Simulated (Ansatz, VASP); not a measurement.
## One calculation of MgO, two programs

```
CELL_PARAMETERS angstrom
2.82137 0.00000 0.00000
0.00000 3.18468 0.00000
0.00000 0.00000 7.35825
ATOMIC_POSITIONS crystal
Mg 0.50000 0.50000 0.17805
Mg 0.50000 0.50000 0.82195
Mg 0.00000 0.00000 0.50000
O 0.50000 0.00000 0.32195
O 0.00000 0.50000 0.00000
O 0.50000 0.00000 0.67805
```

Alike in both runs: task single point; functional PBE; k mesh 6 × 6 × 4; occupations gaussian, width 0.1 eV; no spin polarisation.

```csv
,VASP,Ansatz
version,VASP 6.6.1,Ansatz 0.2.0
potentials or method,"VASP PAW PBE potentials, release 64 (Mg_sv, O), cutoff 750 eV","scalar-relativistic, plane waves, PAW"
valence electrons in the cell,48,48
```

Ansatz gave:

| Property | Result |
| --- | --- |
| gap on the k mesh at the Fermi level (eV) | 1.01 |
| least direct gap on the mesh (eV) | 1.47 |
| pressure (GPa) | 19.4 |
| traceless stress, the component that is largest in VASP (GPa) | -8.53 |
| rms of the force components (eV/Å) | 0.350 |

Task: Which values does VASP return?

Result: gap on the k mesh at the Fermi level (eV): 1.01; least direct gap on the mesh (eV): 1.47; pressure (GPa): 19.1; traceless stress, the component that is largest in VASP (GPa): -8.73; rms of the force components (eV/Å): 0.347.

Atom by atom the forces differ by 0.004 eV/Å (rms over components).
